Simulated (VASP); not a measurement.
# NaCl (Fm-3m) in VASP: vibrations by perturbation theory with PBEsol

Aim: the vibrations by perturbation theory of NaCl with PBEsol.

Program: VASP 6.6.1. These are calculated values, not measurements. Logs are shortened: lines on timing, memory, paths and dates and some standing lists are left out, and cuts for length are marked.

### 1 The cell of the first run

The structure is cubic, space group Fm-3m (No. 225). The conventional cell has a = 5.602 Å, b = 5.602 Å, c = 5.602 Å, α = 90.00°, β = 90.00°, γ = 90.00°. Within 3.7 Å of Na (site symmetry m-3m) lie 6 Cl at 2.80 Å. Cl (site symmetry m-3m) has 6 Na at 2.80 Å within 3.7 Å.

### 2 Vibrations by perturbation theory, PBEsol

Input file INCAR:

```
SYSTEM = NaCl
  ALGO = Normal
  EDIFF = 1E-8
  ENCUT = 520
  GGA = PS
  IBRION = 8
  ISIF = 2
  ISMEAR = 0
  LASPH = .TRUE.
  LCHARG = .FALSE.
  LREAL = .FALSE.
  LWAVE = .FALSE.
  NELM = 60
  NSW = 1
  PREC = Accurate
  SIGMA = 0.01
```

Input file KPOINTS:

```
k-points
0
G
  8 8 8
  0 0 0
```

Input file POSCAR:

```
NaCl
1.0
    0.0000000000      2.8009522086      2.8009522086
    2.8009522086      0.0000000000      2.8009522086
    2.8009522086      2.8009522086      0.0000000000
Na Cl
1 1
Direct
    0.0000000000      0.0000000000      0.0000000000
    0.5000000000      0.5000000000      0.5000000000
```

Potentials or basis: VASP PAW PBE potentials, release 64 (Na_pv, Cl).

Started as:

```console
cat potpaw_PBE.64/Na_pv/POTCAR potpaw_PBE.64/Cl/POTCAR > POTCAR
mpirun -np 1 vasp_std > vasp.out
```

OUTCAR:

```text
SYSTEM = NaCl
   EDIFF = 1E-8
   ENCUT = 520
   GGA = PS
   IBRION = 8
   ISIF = 2
   ISMEAR = 0
   LASPH = .TRUE.
   LREAL = .FALSE.
   NELM = 60
   NSW = 1
   PREC = Accurate

 ion  position               nearest neighbor table
   1  0.000  0.000  0.000-
   2  0.500  0.500  0.500-

  LATTYP: Found a face centered cubic cell.
 ALAT       =     5.6019044172

  Lattice vectors:

 A1 = (   0.0000000000,   2.8009522086,   2.8009522086)
 A2 = (   2.8009522086,   0.0000000000,   2.8009522086)
 A3 = (   2.8009522086,   2.8009522086,   0.0000000000)

Analysis of symmetry for initial positions (statically):
=====================================================================
 Subroutine PRICEL returns:
 Original cell was already a primitive cell.

 Routine SETGRP: Setting up the symmetry group for a
 face centered cubic supercell.

 Subroutine GETGRP returns: Found 48 space group operations
 (whereof 48 operations were pure point group operations)
 out of a pool of 48 trial point group operations.

The static configuration has the point symmetry O_h .

Analysis of symmetry for dynamics (positions and initial velocities):
=====================================================================
 Subroutine PRICEL returns:
 Original cell was already a primitive cell.

 Routine SETGRP: Setting up the symmetry group for a
 face centered cubic supercell.

 Subroutine GETGRP returns: Found 48 space group operations
 (whereof 48 operations were pure point group operations)
 out of a pool of 48 trial point group operations.

The dynamic configuration has the point symmetry O_h .

 Subroutine INISYM returns: Found 48 space group operations
 (whereof 48 operations are pure point group operations),
 and found     1 'primitive' translations

----------------------------------------------------------------------------------------

                                     Primitive cell

  volume of cell :      43.9488

  direct lattice vectors                    reciprocal lattice vectors
     0.000000000  2.800952209  2.800952209    -0.178510722  0.178510722  0.178510722
     2.800952209  0.000000000  2.800952209     0.178510722 -0.178510722  0.178510722
     2.800952209  2.800952209  0.000000000     0.178510722  0.178510722 -0.178510722

  length of vectors
     3.961144601  3.961144601  3.961144601     0.309189640  0.309189640  0.309189640

  position of ions in fractional coordinates (direct lattice)
     0.000000000  0.000000000  0.000000000
     0.500000000  0.500000000  0.500000000

  ion indices of the primitive-cell ions
   primitive index   ion index
                 1           1
                 2           2

----------------------------------------------------------------------------------------

 KPOINTS: k-points

Automatic generation of k-mesh.
 Grid dimensions read from file:
 generate k-points for:    8    8    8

 Generating k-lattice:

  Cartesian coordinates                     Fractional coordinates (reciprocal lattice)
    -0.022313840  0.022313840  0.022313840     0.125000000  0.000000000  0.000000000
     0.022313840 -0.022313840  0.022313840     0.000000000  0.125000000  0.000000000
     0.022313840  0.022313840 -0.022313840     0.000000000  0.000000000  0.125000000

  Length of vectors
     0.038648705  0.038648705  0.038648705

[... 82 lines left out ...]
   LEPSILON=     F    determine dielectric tensor
   LRPA    =     F    only Hartree local field effects (RPA)
 non-spin polarized calculation
 Gauss-broadening in eV      SIGMA  =   0.01
  energy-cutoff  :      520.00
  volume of cell :       43.95
 maximum number of plane-waves:      1243
 NGX is ok and might be reduce to    30
   NGX = 15   NGY = 15   NGZ = 15

--------------------------------------- Ionic step        1  -------------------------------------------

 number of electron      14.0000004 magnetization

 Free energy of the ion-electron system (eV)
  ---------------------------------------------------
  ext. energy  EPLUGINS =         0.00000000
  ---------------------------------------------------
  free energy    TOTEN  =        -6.99828127 eV

  energy without entropy =       -6.99828127  energy(sigma->0) =       -6.99828127

 E-fermi :  -0.5699     XC(G=0):  -8.4233

 val. band max:       -0.6665488221   @ k =   0.0000   0.0000   0.0000
 cond. band min:       4.3406193157   @ k =   0.0000   0.0000   0.0000
 fundamental gap:      5.0071681377
 Fermi energy:        -0.5699018938

 k-point     1 :       0.0000    0.0000    0.0000
  band No.  band energies     occupation
      1     -21.2799      2.00000
      2     -21.2799      2.00000
      3     -21.2799      2.00000
      4     -13.3580      2.00000
      5      -0.6665      2.00000
      6      -0.6665      2.00000
      7      -0.6665      2.00000
      8       4.3406      0.00000
      9      10.3504      0.00000
     10      10.3504      0.00000
     11      10.3504      0.00000
[... 309 lines left out ...]
 k-point    24 :      -0.3750    0.2500    0.1250
  band No.  band energies     occupation
      1     -21.3069      2.00000
      2     -21.2891      2.00000
      3     -21.2848      2.00000
      4     -12.9562      2.00000
      5      -2.4141      2.00000
      6      -1.4784      2.00000
      7      -1.1034      2.00000
      8       7.5310      0.00000
      9       8.8752      0.00000
     10       9.5121      0.00000
     11      11.0313      0.00000

 [... further k-points ...]

------------------------ aborting loop because EDIFF is reached ----------------------------------------

  FORCE on cell =-STRESS in cart. coord.  units (eV):
  Direction    XX          YY          ZZ          XY          YZ          ZX
  --------------------------------------------------------------------------------------
  -------------------------------------------------------------------------------------
  Total        0.0058887      0.0058887      0.0058887     -0.0000000     -0.0000000      0.0000000
  in kB        0.2146773      0.2146773      0.2146773     -0.0000000     -0.0000000      0.0000000
  external PRESSURE =       0.2146773 kB  Pullay stress =       0.0000000 kB

 VOLUME and BASIS-vectors are now :
 -----------------------------------------------------------------------------
  energy-cutoff  :      520.00
  volume of cell :       43.95
      direct lattice vectors                 reciprocal lattice vectors
     0.000000000  2.800952209  2.800952209    -0.178510722  0.178510722  0.178510722
     2.800952209  0.000000000  2.800952209     0.178510722 -0.178510722  0.178510722
     2.800952209  2.800952209  0.000000000     0.178510722  0.178510722 -0.178510722

 POSITION                                       TOTAL-FORCE (eV/Angst)
 -----------------------------------------------------------------------------------
      0.00000      0.00000      0.00000         0.000000     -0.000000     -0.000000
      2.80095      2.80095      2.80095        -0.000000      0.000000      0.000000
 -----------------------------------------------------------------------------------
    total drift:                               -0.000000      0.000000      0.000000

  FREE ENERGIE OF THE ION-ELECTRON SYSTEM (eV)
  ---------------------------------------------------
  free  energy   TOTEN  =        -6.9982812707 eV

  energy  without entropy=       -6.9982812707  energy(sigma->0) =       -6.99828127

[... ionic steps 2 to 3 ...]

--------------------------------------- Ionic step        4  -------------------------------------------

------------------------ aborting loop because EDIFF is reached ----------------------------------------

[... ionic steps 5 to 6 ...]

--------------------------------------- Ionic step        7  -------------------------------------------

 Free energy of the ion-electron system (eV)
  ---------------------------------------------------
  ---------------------------------------------------
  free energy    TOTEN  =        -0.19366187 eV

  energy without entropy =       -0.19366187

------------------------ aborting loop because EDIFF is reached ----------------------------------------

 INTERNAL STRAIN TENSOR  FOR ION    2  DIRECTION 1   (eV/Angst):
 -----------------------------------------------------------------------------
     0.00469  0.00000  0.00000
    -0.00000  0.00290 -0.00000
     0.00000 -0.00000  0.00290

 INTERNAL STRAIN TENSOR FOR ION    2 for displacements in x,y,z  (eV/Angst):
          X           Y           Z          XY          YZ          ZX
  --------------------------------------------------------------------------------
  x     0.00000     0.00000     0.00000     0.00000     0.00000     0.00000
  y     0.00000     0.00000     0.00000     0.00000     0.00000     0.00000
  z     0.00000     0.00000     0.00000     0.00000     0.00000     0.00000

 SECOND DERIVATIVES (NOT SYMMETRIZED)
 ------------------------------------
               1X          1Y          1Z          2X          2Y          2Z
  1X    -1.456647    0.000000    0.000000    1.456647    0.000000    0.000000
  1Y     0.000000   -1.456647    0.000000    0.000000    1.456647    0.000000
  1Z     0.000000    0.000000   -1.456647    0.000000    0.000000    1.456647
  2X     1.436568    0.000000    0.000000   -1.436568    0.000000    0.000000
  2Y     0.000000    1.436568    0.000000    0.000000   -1.436568    0.000000
  2Z     0.000000    0.000000    1.436568    0.000000    0.000000   -1.436568

 Eigenvectors and eigenvalues of the dynamical matrix
 ----------------------------------------------------

   1 f  =    5.038717 THz    31.659194 2PiTHz  168.073514 cm-1    20.838451 meV
             X         Y         Z           dx          dy          dz
      0.000000  0.000000  0.000000     0.000000    0.780980    0.000000
      2.800952  2.800952  2.800952     0.000000   -0.624556    0.000000
[... 21 lines left out ...]
   6 f/i=    0.017057 THz     0.107174 2PiTHz    0.568971 cm-1     0.070543 meV
             X         Y         Z           dx          dy          dz
      0.000000  0.000000  0.000000     0.000000    0.000000   -0.624556
      2.800952  2.800952  2.800952     0.000000    0.000000   -0.780980

--------------------------------------------------------------------------------------------------------

 ELASTIC MODULI CONTR FROM IONIC RELAXATION (kBar)
 Direction    XX          YY          ZZ          XY          YZ          ZX
 --------------------------------------------------------------------------------
 XX           0.0000      0.0000      0.0000      0.0000      0.0000      0.0000
 YY           0.0000      0.0000      0.0000      0.0000      0.0000      0.0000
 ZZ           0.0000      0.0000      0.0000      0.0000      0.0000      0.0000
 XY           0.0000      0.0000      0.0000      0.0000      0.0000      0.0000
 YZ           0.0000      0.0000      0.0000      0.0000      0.0000      0.0000
 ZX           0.0000      0.0000      0.0000      0.0000      0.0000      0.0000
 --------------------------------------------------------------------------------
```

It took 3.8 min on 1 thread of Intel Xeon 8259CL, shared host; peak memory 0.22 GiB.

Results:

```yaml
Highest_phonon_frequency_at_Γ_LO-TO_splitting_left_out: 168 cm⁻¹
```

Phonon frequencies in cm⁻¹ (negative: imaginary):
```tsv
q point	frequencies
(0.000, 0.000, 0.000)	-1 -1 -1 168 168 168
```

Caveat: the PAW data sets were made with another functional, which shifts forces and pressure a little.
